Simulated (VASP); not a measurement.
**LiF: single point with PBE**

Crystal: LiF.

```xyz
4
Lattice="3.1956 0.0000 0.0000 -1.5978 2.7675 0.0000 0.0000 0.0000 4.6905" Properties=species:S:1:pos:R:3 pbc="T T T"
Li    0.0000    1.8450    1.9788
Li    1.5978    0.9225    4.3240
F     0.0000    1.8450    4.6620
F     1.5978    0.9225    2.3168
```

This cell differs from its parent crystal: c/a of the conventional cell at fixed volume 1.4678.

```yaml
Program: VASP 6.6.1
Task: single point
Functional: PBE
Potentials_or_basis: VASP PAW PBE potentials, release 64 (Li_sv, F)
Cutoff: 520 eV
k_mesh: 9 × 9 × 6
Occupations: gaussian, width 0.05 eV
Spin: no spin polarisation
Dipole_correction: no
Further_INCAR_settings: ALGO = Normal; EDIFF = 1e-07; NBANDS = 18
```

| Quantity | Value |
| --- | --- |
| Largest force | 0.159 eV/Å |
| Band gap on the k mesh | 7.35 eV, direct |

Forces in eV/Å, atoms in the order of the input:
```
Li   0.000  0.000 -0.159
Li   0.000  0.000 -0.159
F    0.000  0.000  0.159
F    0.000  0.000  0.159
```

Levels at points of the mesh, in eV from the valence-band top:
```csv
k point,band 8,band 9,band 10,band 11,band 12,band 13
"(0.00, 0.00, 0.00)",-0.44,-0.44,0.00,7.35,12.05,14.92
"(0.00, 0.00, 0.50)",-0.63,-0.63,-0.63,9.22,9.22,17.32
```

It took 29 s on 1 thread of AMD EPYC 9R45 (Zen 5), on a shared host, peak memory 0.13 GiB.

 A k mesh can miss the band edges.
